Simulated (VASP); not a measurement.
**MoSe2: elastic constants with LDA**

MoSe2:

```
CELL_PARAMETERS angstrom
3.24844 0.00000 0.00000
-1.62422 2.81323 0.00000
0.00000 0.00000 12.74044
ATOMIC_POSITIONS crystal
Mo 0.33333 0.66667 0.25000
Mo 0.66667 0.33333 0.75000
Se 0.33333 0.66667 0.61991
Se 0.66667 0.33333 0.11991
Se 0.33333 0.66667 0.88009
Se 0.66667 0.33333 0.38009
```

```yaml
Program: VASP 6.6.1
Task: elastic constants
Functional: LDA
Potentials_or_basis: VASP PAW LDA potentials, release 64 (Mo_sv, Se)
Cutoff: 500 eV
k_mesh: 6 × 6 × 2
Occupations: gaussian, width 0.01 eV
Spin: no spin polarisation
Dipole_correction: no
Ions_in_elastic_constants: relaxed
Further_INCAR_settings: ALGO = Normal; EDIFF = 1e-08; NBANDS = 35; IBRION = 6; POTIM = 0.015; NSW = 1; ISIF = 3
```

```yaml
Voigt_bulk_modulus: 66 GPa
Highest_phonon_frequency_at_Γ_LO-TO_splitting_left_out: 358 cm⁻¹
```

Phonon frequencies in cm⁻¹ (negative: imaginary):
```tsv
q point	frequencies
(0.000, 0.000, 0.000)	0 0 0 29 29 45 170 170 172 172 245 248 290 290 290 290 355 358
```

Elastic tensor in Voigt notation (GPa, in the Cartesian axes of the cell as first typed):
```
197  46  14   0   0   0
 46 197  14   0   0   0
 14  14  54   0   0   0
  0   0   0  21   0   0
  0   0   0   0  21   0
  0   0   0   0   0  76
```

Clamped-ion elastic tensor (GPa):
```
238  69  99   0   0   0
 69 238  99   0   0   0
 99  99 285   0   0   0
  0   0   0 135   0   0
  0   0   0   0 135   0
  0   0   0   0   0  84
```

Run time: 23 min on 1 thread of Oxide Virtual Turin-like Processor, with other jobs on the host, peak memory 0.34 GiB.

Caveat: the k points lie up to 0.37 Å⁻¹ apart.
